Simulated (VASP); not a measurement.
Write the native input for VASP 6.6.1 that does the following.

| Quantity | Value |
| --- | --- |
| Task | single point |
| Functional | PBE |
| Dispersion | D4 |
| Potentials or basis | VASP PAW PBE potentials, release 64 (Si, O) |
| Cutoff | 520 eV |
| k mesh | 7 × 7 × 7 |
| Occupations | fermi-dirac, width 0.05 eV |
| Spin | no spin polarisation |
| Dipole correction | no |
| Further INCAR settings | ALGO = Normal; EDIFF = 1e-06; NBANDS = 44 |

The structure of SiO2 lies in POSCAR:

```
SiO2
1.0
   -2.8086410142      2.8086410142      5.6434609834
    2.8086410142     -2.8086410142      5.6434609834
    2.8086410142      2.8086410142     -5.6434609834
Si O
4 8
Direct
    0.8750000000      0.2669387968      0.8919387968
    0.0169387968      0.6250000000      0.8919387968
    0.7330612032      0.1250000000      0.1080612032
    0.3750000000      0.9830612032      0.1080612032
    0.6350254991      0.1350254991      0.5000000000
    0.4634615172      0.9634615172      0.9269230344
    0.0365384828      0.5365384828      0.0730769656
    0.1149745009      0.1149745009      0.0000000000
    0.8850254991      0.8850254991      0.0000000000
    0.8649745009      0.3649745009      0.5000000000
    0.2865384828      0.7134615172      0.0000000000
    0.7134615172      0.2865384828      0.0000000000
```

The input as run:

INCAR

```
SYSTEM = SiO2
ALGO     = Normal         ! electronic algorithm
EDIFF    = 1E-6           ! SCF threshold, eV
ENCUT    = 520            ! plane-wave cutoff, eV
GGA      = PE             ! functional
ISIF     = 2              ! what is computed and relaxed
ISMEAR   = -1             ! smearing method
IVDW     = 13             ! dispersion correction
LASPH    = .True.         ! aspherical terms in the spheres
LCHARG   = .False.        ! write CHGCAR
LREAL    = .False.        ! projectors in reciprocal space
LWAVE    = .False.        ! write WAVECAR
NBANDS   = 44             ! bands
NELM     = 80             ! most SCF steps
PREC     = Accurate       ! precision mode
SIGMA    = 0.05           ! smearing width, eV
```

KPOINTS

```
k-points
0
Gamma
  7 7 7
  0 0 0
```

Potentials or basis: VASP PAW PBE potentials, release 64 (Si, O).

Launch:

```bash
$ cat potpaw_PBE.64/Si/POTCAR potpaw_PBE.64/O/POTCAR > POTCAR
$ mpirun -np 1 vasp_std > vasp.out
```

Results of the run:

```yaml
Pressure: 0.1 GPa
Largest_force: 0.009 eV/Å
Band_gap_on_the_k_mesh: 4.85 eV
Dispersion_energy_per_atom: -0.142 eV
```

Wall time 8.9 min on 1 thread of Oxide Virtual Turin-like Processor, on a shared host, peak memory 0.48 GiB.
